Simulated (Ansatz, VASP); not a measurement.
This is a calculation of TiC for VASP 6.6.1.

INCAR

```
SYSTEM = TiC
PREC = Accurate
ENCUT = 600
EDIFF = 1E-6
ISMEAR = -1
SIGMA = 0.05
LREAL = .False.
LASPH = .True.
NELM = 120
ALGO = Normal
ISIF = 2
LWAVE = .False.
LCHARG = .True.
GGA = LIBXC
LIBXC1 = GGA_X_B88
LIBXC2 = GGA_C_PBE
LELF = .True.
LVHAR = .True.
NBANDS = 15
GGA_COMPAT = .False.
```

File KPOINTS:

```
Automatic mesh
0
Gamma
  11 11 11
  0 0 0
```

Contents of POSCAR:

```
TiC
1.0
    0.0000000000      2.2081947028      2.2081947028
    2.2081947028      0.0000000000      2.2081947028
    2.2081947028      2.2081947028      0.0000000000
Ti C
1 1
Direct
    0.0000000000      0.0000000000      0.0000000000
    0.5000000000      0.5000000000      0.5000000000
```

Potentials or basis: VASP PAW PBE potentials, release 64 (Ti_sv, C).

Command:

```bash
$ cat potpaw_PBE.64/Ti_sv/POTCAR potpaw_PBE.64/C/POTCAR > POTCAR
$ mpirun -np 1 vasp_std > vasp.out
```

Translate it to Ansatz 0.2.0. Potentials there: Ansatz PAW.

As run (the cutoff follows the program's own potentials):

File input.yaml:

```yaml
crystal:
  lattice:
    - [0.0, 2.2081947028, 2.2081947028]
    - [2.2081947028, 0.0, 2.2081947028]
    - [2.2081947028, 2.2081947028, 0.0]
  atoms:
    - { symbol: Ti, position: [0.0, 0.0, 0.0] }
    - { symbol: C, position: [0.5, 0.5, 0.5] }
hamiltonian:
  xc: { exchange: b88, correlation: pbe }
  pseudopotentials: { kind: paw }
kpoints:
  mp_grid: { grid: [11, 11, 11] }
scf:
  occupations: { method: fermi_dirac, width: 0.05 }
output:
  forces: true
  stress: true
  eigenvalues: true
```

Potentials or basis: Ansatz PAW.

The run is started by

```console
$ ansatz run input.yaml --threads 2 --pin off --max-ram 5120MiB --backend cpu --events-out ev --progress --plain --runs-dir out
```

Both were run:

|  | VASP | Ansatz | Ansatz less VASP |
| --- | --- | --- | --- |
| gap on the k mesh at the Fermi level (eV) | none | none | - |
| pressure (GPa) | -12.5 | -12.7 | -0.16 |

VASP's potentials were made for PBE, not for b88 exchange, pbe correlation. A gap of «none» marks a metal or a gap that the smearing closes. The functional is the same, so the differences come from potentials, cutoffs and numerics.
